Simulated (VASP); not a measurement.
# AlNi (P4/mmm) in VASP: a series of runs

AlNi is run at these levels: PBEsol; tasks: single point.

Program: VASP 6.6.1. These are calculated values, not measurements. Logs are shortened: lines on timing, memory, paths and dates and some standing lists are left out, and cuts for length are marked.

### 1 The cell of the first run

It takes space group P4/mmm (No. 123, tetragonal). Conventional cell: a = 2.648 Å, b = 2.648 Å, c = 2.862 Å, α = 90.00°, β = 90.00°, γ = 90.00°. Within 3.1 Å of Al (site symmetry 4/mmm) lie 8 Ni at 2.36 Å and 6 Al at 2.65 to 2.86 Å. Ni (site symmetry 4/mmm) has 8 Al at 2.36 Å and 6 Ni at 2.65 to 2.86 Å within 3.1 Å.

### 2 Single point, PBEsol (strain -0.0750 x Voigt [1, 1, 0, 0, 0, 0])

Input file INCAR:

```
PREC = Accurate ; ENCUT = 520
EDIFF = 1E-6 ; ISMEAR = 0
SIGMA = 0.15 ; LREAL = F
LASPH = T ; NELM = 80
ALGO = Fast ; ISIF = 2
LWAVE = F ; LCHARG = F
GGA = PS ; NBANDS = 14
```

Input file KPOINTS:

```
Automatic mesh
0
Gamma
  20 20 20
```

Input file POSCAR:

```
AlNi
1.0
    2.6475031352      0.0000000000      0.0000000000
    0.0000000000      2.6475031352      0.0000000000
    0.0000000000      0.0000000000      2.8621655516
Al Ni
1 1
Direct
    0.0000000000      0.0000000000      0.0000000000
    0.5000000000      0.5000000000      0.5000000000
```

Potentials or basis: VASP PAW PBE potentials, release 64 (Al, Ni).

Started as:

```bash
cat potpaw_PBE.64/Al/POTCAR potpaw_PBE.64/Ni/POTCAR > POTCAR
mpirun -np 1 vasp_std > vasp.out
```

OUTCAR:

```text
PREC = Accurate
   ENCUT = 520
   EDIFF = 1E-6
   ISMEAR = 0
   LREAL = F
   LASPH = T
   NELM = 80
   ISIF = 2
   GGA = PS

 ion  position               nearest neighbor table
   1  0.000  0.000  0.000-   2 2.36   2 2.36   2 2.36   2 2.36   2 2.36   2 2.36   2 2.36   2 2.36

   2  0.500  0.500  0.500-   1 2.36   1 2.36   1 2.36   1 2.36   1 2.36   1 2.36   1 2.36   1 2.36

  LATTYP: Found a simple tetragonal cell.
 ALAT       =     2.6475031352
 C/A-ratio  =     1.0810810811

  Lattice vectors:

 A1 = (   2.6475031352,   0.0000000000,   0.0000000000)
 A2 = (   0.0000000000,   2.6475031352,   0.0000000000)
 A3 = (   0.0000000000,   0.0000000000,   2.8621655516)

Analysis of symmetry for initial positions (statically):
=====================================================================
 Subroutine PRICEL returns:
 Original cell was already a primitive cell.

 Routine SETGRP: Setting up the symmetry group for a
 simple tetragonal supercell.

 Subroutine GETGRP returns: Found 16 space group operations
 (whereof 16 operations were pure point group operations)
 out of a pool of 16 trial point group operations.

The static configuration has the point symmetry D_4h.

Analysis of symmetry for dynamics (positions and initial velocities):
=====================================================================
 Subroutine PRICEL returns:
 Original cell was already a primitive cell.

 Routine SETGRP: Setting up the symmetry group for a
 simple tetragonal supercell.

 Subroutine GETGRP returns: Found 16 space group operations
 (whereof 16 operations were pure point group operations)
 out of a pool of 16 trial point group operations.

The dynamic configuration has the point symmetry D_4h.

 Subroutine INISYM returns: Found 16 space group operations
 (whereof 16 operations are pure point group operations),
 and found     1 'primitive' translations

----------------------------------------------------------------------------------------

                                     Primitive cell

  volume of cell :      20.0617

  direct lattice vectors                    reciprocal lattice vectors
     2.647503135  0.000000000  0.000000000     0.377714378  0.000000000  0.000000000
     0.000000000  2.647503135  0.000000000     0.000000000  0.377714378  0.000000000
     0.000000000  0.000000000  2.862165552     0.000000000  0.000000000  0.349385800

  length of vectors
     2.647503135  2.647503135  2.862165552     0.377714378  0.377714378  0.349385800

  position of ions in fractional coordinates (direct lattice)
     0.000000000  0.000000000  0.000000000
     0.500000000  0.500000000  0.500000000

  ion indices of the primitive-cell ions
   primitive index   ion index
                 1           1
                 2           2

----------------------------------------------------------------------------------------

 KPOINTS: Automatic mesh

Automatic generation of k-mesh.
 Grid dimensions read from file:
 generate k-points for:   20   20   20

 Generating k-lattice:

  Cartesian coordinates                     Fractional coordinates (reciprocal lattice)
     0.018885719  0.000000000  0.000000000     0.050000000  0.000000000  0.000000000
     0.000000000  0.018885719  0.000000000     0.000000000  0.050000000  0.000000000
     0.000000000  0.000000000  0.017469290     0.000000000  0.000000000  0.050000000

  Length of vectors
     0.018885719  0.018885719  0.017469290

  Shift w.r.t. Gamma in fractional coordinates (k-lattice)
     0.000000000  0.000000000  0.000000000

 Subroutine IBZKPT returns following result:
 ===========================================

 Found    726 irreducible k-points:

 Following reciprocal coordinates:
            Coordinates               Weight
  0.000000  0.000000  0.000000      1.000000
  0.050000  0.000000  0.000000      4.000000
  0.100000  0.000000  0.000000      4.000000
  0.150000  0.000000  0.000000      4.000000
  0.200000  0.000000  0.000000      4.000000
  0.250000  0.000000  0.000000      4.000000
[... 16 lines left out ...]
  0.150000  0.100000  0.000000      8.000000
  0.200000  0.100000  0.000000      8.000000
 [... further k-points ...]
   k-points           NKPTS =    726   k-points in BZ     NKDIM =    726   number of bands    NBANDS=     14
   number of dos      NEDOS =    301   number of ions     NIONS =      2
   total plane-waves  NPLWV =   9600
   dimension x,y,z NGX =    20 NGY =   20 NGZ =   24
   dimension x,y,z NGXF=    40 NGYF=   40 NGZF=   48
   ions per type =               1   1
   NGX,Y,Z   is equivalent  to a cutoff of  12.56, 12.56, 13.94 a.u.
   NGXF,Y,Z  is equivalent  to a cutoff of  25.12, 25.12, 27.88 a.u.
 SYSTEM =  unknown system
   PREC   = accura    normal or accurate (medium, high low for compatibility)
   ISTART =      0    job   : 0-new  1-cont  2-samecut
   ICHARG =      2    charge: 1-file 2-atom 10-const
   ISPIN  =      1    spin polarized calculation?
   LNONCOLLINEAR =      F non collinear calculations
   LSORBIT =      F    spin-orbit coupling
   LASPH  =      T    aspherical Exc in radial PAW
   ENCUT  =  520.0 eV  38.22 Ry    6.18 a.u.   4.92  4.92  5.32*2*pi/ulx,y,z
   NELM   =     80;   NELMIN=  2; NELMDL= -5     # of ELM steps
   EDIFF  = 0.1E-05   stopping-criterion for ELM
   LREAL  =      F    real-space projection
   EDIFFG = 0.1E-04   stopping-criterion for IOM
   NSW    =      0    number of steps for IOM
   IBRION =     -1    ionic relax: 0-MD 1-quasi-New 2-CG
   NFREE  =      0    steps in history (QN), initial steepest desc. (CG)
   ISIF   =      2    stress and relaxation
   ISYM   =      2    0-nonsym 1-usesym 2-fastsym
   POTIM  = 0.5000    time-step for ionic-motion
   TEBEG  =    0.0;   TEEND  =   0.0 temperature during run
   PSTRESS=    0.0 pullay stress
   NELECT =      13.0000    total number of electrons
   NUPDOWN=      -1.0000    fix difference up-down
   EMIN   =  10.00;   EMAX   =-10.00  energy-range for DOS
   EFERMI =   0.00;   METHOD = LEGACY
   ISMEAR =     0;   SIGMA  =   0.15  broadening in eV -4-tet -1-fermi 0-gaus
   EFERMI_NEDOS =   21; number of points for ismear=-14 and -15
   IALGO  =     68    algorithm
   IMIX   =      4    mixing-type and parameters
     AMIX     =   0.40;   BMIX     =  1.00
     AMIX_MAG =   1.60;   BMIX_MAG =  1.00
  volume/ion in A,a.u.               =      10.03        67.69
  Fermi-wavevector in a.u.,A,eV,Ry     =   1.416664  2.677106 27.306015  2.006936
  Thomas-Fermi vector in A             =   2.537974
   LORBIT       =      0    0 simple, 1 ext, 2 COOP (PROOUT), +10 PAW based schemes
   GGA     = PS    functional components
   LHFCALC =     F    Hartree Fock is set to
   AEXX    =    0.0000 exact exchange contribution
   IVDW    =     0    specifies the selected vdW correction
   LEPSILON=     F    determine dielectric tensor
   LRPA    =     F    only Hartree local field effects (RPA)
 non-spin polarized calculation
 RMM-DIIS sequential band-by-band and
 Gauss-broadening in eV      SIGMA  =   0.15
  energy-cutoff  :      520.00
  volume of cell :       20.06
 maximum number of plane-waves:       556
 NGX is ok and might be reduce to    20
   NGX =  9   NGY =  9   NGZ = 11

 number of electron      12.9999989 magnetization

 Free energy of the ion-electron system (eV)
  ---------------------------------------------------
  ext. energy  EPLUGINS =         0.00000000
  ---------------------------------------------------
  free energy    TOTEN  =       -11.21288559 eV

  energy without entropy =      -11.20560767  energy(sigma->0) =      -11.20924663

 E-fermi :  12.4214     XC(G=0): -13.0479

 val. band max:       12.4188478716   @ k =   0.5000   0.4500   0.3000
 cond. band min:      12.4286569233   @ k =   0.2000   0.0000   0.3000
 fundamental gap:      0.0098090517
 Fermi energy:        12.4214426992

 k-point     1 :       0.0000    0.0000    0.0000
  band No.  band energies     occupation
      1      -0.0790      2.00000
      2       8.1458      2.00000
      3       8.2590      2.00000
      4      10.3913      2.00000
      5      10.3913      2.00000
      6      10.6490      2.00000
      7      16.7032      0.00000
      8      19.7911      0.00000
      9      19.7911      0.00000
     10      20.6166      0.00000
     11      21.4489      0.00000
     12      29.7625      0.00000
     13      34.8843      0.00000
     14      34.8846      0.00000

 k-point     2 :       0.0500    0.0000    0.0000
  band No.  band energies     occupation
      1      -0.0241      2.00000
      2       8.1607      2.00000
      3       8.2655      2.00000
      4      10.3540      2.00000
      5      10.3948      2.00000
      6      10.6236      2.00000
      7      16.7839      0.00000
      8      18.9391      0.00000
      9      19.8596      0.00000
     10      20.7067      0.00000
     11      22.1356      0.00000
     12      29.9614      0.00000
     13      34.0406      0.00000
     14      34.8870      0.00000

 k-point     3 :       0.1000    0.0000    0.0000
  band No.  band energies     occupation
      1       0.1401      2.00000
      2       8.1999      2.00000
      3       8.2835      2.00000
      4      10.2493      2.00000
      5      10.4050      2.00000
      6      10.5512      2.00000
      7      17.0190      0.00000
      8      17.6188      0.00000
      9      20.0615      0.00000
     10      20.7289      0.00000
     11      23.2061      0.00000
     12      30.5607      0.00000
     13      32.6727      0.00000
     14      34.8985      0.00000
[... 324 lines left out ...]
 k-point    23 :       0.1500    0.1000    0.0000
  band No.  band energies     occupation
      1       0.6278      2.00000
      2       8.2911      2.00000
      3       8.3572      2.00000
      4      10.1007      2.00000
      5      10.2990      2.00000
      6      10.3250      2.00000
      7      16.3647      0.00000
      8      17.6967      0.00000
      9      18.3203      0.00000
     10      21.6206      0.00000
     11      25.5096      0.00000
     12      31.2528      0.00000
     13      31.3647      0.00000
     14      32.2184      0.00000

 k-point    24 :       0.2000    0.1000    0.0000
  band No.  band energies     occupation
      1       1.0018      2.00000
      2       8.2616      2.00000
      3       8.4436      2.00000
      4       9.9288      2.00000
      5      10.1865      2.00000
      6      10.3173      2.00000
      7      15.1714      0.00000
      8      18.1780      0.00000
      9      18.5953      0.00000
     10      21.7563      0.00000
     11      26.3931      0.00000
     12      30.0221      0.00000
     13      30.1116      0.00000
     14      33.1397      0.00000

 [... further k-points ...]

------------------------ aborting loop because EDIFF is reached ----------------------------------------

  FORCE on cell =-STRESS in cart. coord.  units (eV):
  Direction    XX          YY          ZZ          XY          YZ          ZX
  --------------------------------------------------------------------------------------
  -------------------------------------------------------------------------------------
  Total        5.1266200      5.1266200      4.1672015      0.0000000      0.0000000      0.0000000
  in kB      409.4246532    409.4246532    332.8031009      0.0000000      0.0000000      0.0000000
  external PRESSURE =     383.8841358 kB  Pullay stress =       0.0000000 kB

 VOLUME and BASIS-vectors are now :
 -----------------------------------------------------------------------------
  energy-cutoff  :      520.00
  volume of cell :       20.06
      direct lattice vectors                 reciprocal lattice vectors
     2.647503135  0.000000000  0.000000000     0.377714378  0.000000000  0.000000000
     0.000000000  2.647503135  0.000000000     0.000000000  0.377714378  0.000000000
     0.000000000  0.000000000  2.862165552     0.000000000  0.000000000  0.349385800

 POSITION                                       TOTAL-FORCE (eV/Angst)
 -----------------------------------------------------------------------------------
      0.00000      0.00000      0.00000         0.000000      0.000000      0.000000
      1.32375      1.32375      1.43108         0.000000      0.000000      0.000000
 -----------------------------------------------------------------------------------
    total drift:                               -0.000000      0.000000      0.000000

  FREE ENERGIE OF THE ION-ELECTRON SYSTEM (eV)
  ---------------------------------------------------
  free  energy   TOTEN  =       -11.2128855878 eV

  energy  without entropy=      -11.2056076739  energy(sigma->0) =      -11.20924663
```

Wall time 2.1 min (1 thread of Intel Xeon 6975P-C, shared host); peak memory 0.31 GiB.

What came out:

```yaml
Free_energy: -11.2129 eV
Pressure: 38.4 GPa
```

Caveat: the cell differs from its parent crystal (strain -0.0750 x Voigt [1, 1, 0, 0, 0, 0]); the PAW data sets were made with another functional, which shifts forces and pressure a little.

### 3 Single point, PBEsol (strain -0.0375 x Voigt [1, 1, 0, 0, 0, 0])

Input file INCAR:

```
  PREC = Accurate
  ENCUT = 520
  EDIFF = 1E-6
  ISMEAR = 0
  SIGMA = 0.15
  LREAL = False
  LASPH = True
  NELM = 60
  ALGO = Fast
  ISIF = 2
  LWAVE = False
  LCHARG = True
  GGA = PS
  LELF = True
  LVHAR = True
  NBANDS = 14
```

KPOINTS is that of step 2.

Input file POSCAR:

```
AlNi
1.0
    2.7548343434      0.0000000000      0.0000000000
    0.0000000000      2.7548343434      0.0000000000
    0.0000000000      0.0000000000      2.8621655516
Al Ni
1 1
Direct
    0.0000000000      0.0000000000      0.0000000000
    0.5000000000      0.5000000000      0.5000000000
```

Potentials or basis: VASP PAW PBE potentials, release 64 (Al, Ni).

Started as:

```bash
cat potpaw_PBE.64/Al/POTCAR potpaw_PBE.64/Ni/POTCAR > POTCAR
mpirun -np 1 vasp_std > vasp.out
```

It took 2.1 min on 1 thread of Intel Xeon 6975P-C, shared host; peak memory 0.32 GiB.

It converged, with:

* Free energy: -11.5042 eV
* Pressure: 16.0 GPa

Stress tensor (GPa, compression positive):
```
17.13  0.00  0.00
 0.00 17.13  0.00
 0.00  0.00 13.86
```

Levels at points of the mesh, in eV from the Fermi level:
```csv
k point,band 4,band 5,band 6,band 7,band 8,band 9,band 10,band 11
"(0.00, 0.00, 0.00)",-1.79,-1.79,-1.67,4.97,6.42,6.42,8.25,8.62
"(0.50, 0.00, 0.00)",-2.71,-2.47,-1.67,-0.60,8.36,9.64,10.98,11.25
"(0.50, 0.50, 0.00)",-2.96,-2.50,-2.50,-1.08,1.89,3.23,12.74,15.36
"(0.00, 0.00, 0.50)",-2.47,-2.47,-1.59,-0.92,8.41,10.83,10.83,12.01
"(0.50, 0.00, 0.50)",-3.14,-2.34,-2.29,-1.19,1.53,2.85,13.75,15.99
"(0.50, 0.50, 0.50)",-1.17,-1.06,1.83,1.94,1.94,4.62,4.77,4.77
```

Caveat: the cell differs from its parent crystal (strain -0.0375 x Voigt [1, 1, 0, 0, 0, 0]); the PAW data sets were made with another functional, which shifts forces and pressure a little. Spin polarisation is off, so any magnetic state and its effect on volume and gap are missing.

### 4 Single point, PBEsol (strain +0.0375 x Voigt [1, 1, 0, 0, 0, 0])

Input file INCAR:

```
SYSTEM = AlNi
  PREC = Accurate
  ENCUT = 520
  EDIFF = 1E-6
  ISMEAR = 0
  SIGMA = 0.15
  LREAL = .FALSE.
  LASPH = .TRUE.
  NELM = 60
  ALGO = Fast
  ISIF = 2
  LWAVE = .FALSE.
  LCHARG = .FALSE.
  GGA = PS
  NBANDS = 14
```

Input file KPOINTS:

```
Automatic mesh
0
G
  20 20 20
  0 0 0
```

Input file POSCAR:

```
AlNi
1.0
    2.9694967598      0.0000000000      0.0000000000
    0.0000000000      2.9694967598      0.0000000000
    0.0000000000      0.0000000000      2.8621655516
Al Ni
1 1
Direct
    0.0000000000      0.0000000000      0.0000000000
    0.5000000000      0.5000000000      0.5000000000
```

Started as:

```bash
cat potpaw_PBE.64/Al/POTCAR potpaw_PBE.64/Ni/POTCAR > POTCAR
mpirun -np 1 vasp_std > vasp.out
```

It took 2 min on 1 thread of Intel Xeon 6975P-C, shared host; peak memory 0.37 GiB.

It converged, with:

| Item | Value |
| --- | --- |
| Free energy | -11.5229 eV |
| Pressure | -10.8 GPa |

Stress tensor (GPa, compression positive):
```
-11.68   0.00   0.00
  0.00 -11.68   0.00
  0.00   0.00  -9.11
```

Levels at points of the mesh, in eV from the Fermi level:
```
           k point  band 3  band 4  band 5  band 6  band 7  band 8  band 9  band 10  band 11  band 12
(0.00, 0.00, 0.00)   -2.98   -1.50   -1.40   -1.40    4.85    4.85    6.14     7.82     8.04    12.86
(0.50, 0.00, 0.00)   -2.58   -2.16   -1.96   -1.33   -0.70    8.18    9.28     9.92    10.50    10.97
(0.50, 0.50, 0.00)   -2.88   -2.88   -1.83   -1.83   -1.00    1.14    2.04    12.29    15.24    15.29
(0.00, 0.00, 0.50)   -2.51   -2.16   -2.16   -1.40   -0.45    8.24    9.43     9.43    10.28    10.28
(0.50, 0.00, 0.50)   -2.74   -2.56   -1.99   -1.96   -0.93    1.49    2.34    11.43    14.27    14.48
(0.50, 0.50, 0.50)   -3.83   -0.96   -0.88    2.01    2.01    2.07    3.27     3.99     4.37     4.37
```

Caveat: the cell differs from its parent crystal (strain +0.0375 x Voigt [1, 1, 0, 0, 0, 0]); the PAW data sets were made with another functional, which shifts forces and pressure a little. Spin polarisation is off, so any magnetic state and its effect on volume and gap are missing.

### 5 Single point, PBEsol (strain +0.0750 x Voigt [1, 1, 0, 0, 0, 0])

Input file INCAR:

```
PREC = Accurate
ENCUT = 520
EDIFF = 1E-6
ISMEAR = 0
SIGMA = 0.15
LREAL = False
LASPH = True
NELM = 60
ALGO = Fast
ISIF = 2
LWAVE = False
LCHARG = False
GGA = PS
NBANDS = 14
```

Input file KPOINTS:

```
Automatic mesh
0
Gamma
  20 20 20
```

Input file POSCAR:

```
AlNi
1.0
    3.0768279680      0.0000000000      0.0000000000
    0.0000000000      3.0768279680      0.0000000000
    0.0000000000      0.0000000000      2.8621655516
Al Ni
1 1
Direct
    0.0000000000      0.0000000000      0.0000000000
    0.5000000000      0.5000000000      0.5000000000
```

Started as:

```bash
cat potpaw_PBE.64/Al/POTCAR potpaw_PBE.64/Ni/POTCAR > POTCAR
mpirun -np 1 vasp_std > vasp.out
```

It took 2.1 min on 1 thread of Intel Xeon 6975P-C, shared host; peak memory 0.38 GiB.

It converged, with:

```yaml
Free_energy: -11.3411 eV
Pressure: -18.0 GPa
```

Stress tensor (GPa, compression positive):
```
-19.53   0.00   0.00
  0.00 -19.53   0.00
  0.00   0.00 -15.00
```

Levels at points of the mesh, in eV from the Fermi level:
```tsv
k point	band 3	band 4	band 5	band 6	band 7	band 8	band 9	band 10	band 11	band 12
(0.00, 0.00, 0.00)	-2.69	-1.42	-1.24	-1.24	4.23	4.23	6.64	7.45	7.70	11.96
(0.50, 0.00, 0.00)	-2.36	-2.03	-1.68	-1.18	-0.73	7.94	8.56	8.88	10.88	10.88
(0.50, 0.50, 0.00)	-2.82	-2.82	-1.57	-1.57	-0.95	0.83	1.57	12.10	14.81	15.21
(0.00, 0.00, 0.50)	-2.22	-2.02	-2.02	-1.31	-0.29	8.17	8.87	8.87	9.56	9.56
(0.50, 0.00, 0.50)	-2.56	-2.21	-1.86	-1.80	-0.85	1.51	2.11	10.49	13.37	13.58
(0.50, 0.50, 0.50)	-3.50	-0.91	-0.78	2.07	2.07	2.16	2.71	3.48	4.20	4.20
```

Caveat: the cell differs from its parent crystal (strain +0.0750 x Voigt [1, 1, 0, 0, 0, 0]); the PAW data sets were made with another functional, which shifts forces and pressure a little.

### 6 Summary

| cell | gap on the mesh (eV) | pressure (GPa) |
| --- | --- | --- |
| a = 2.648, b = 2.648, c = 2.862 Å, 2 atoms | none | 38.4 |
| a = 2.755, b = 2.755, c = 2.862 Å, 2 atoms | none | 16.0 |
| a = 2.969, b = 2.969, c = 2.862 Å, 2 atoms | none | -10.8 |
| a = 3.077, b = 3.077, c = 2.862 Å, 2 atoms | none | -18.0 |

Alike in all rows: task single point; level PBEsol; potentials or basis VASP PAW PBE potentials, release 64 (Al, Ni); no spin polarisation; k mesh 20 × 20 × 20; cutoff (eV) 520; smearing gaussian 0.15 eV.

Caveats: the PAW data sets were made with another functional, which shifts forces and pressure a little.

Absolute energies hang on the potentials; compare differences alone.
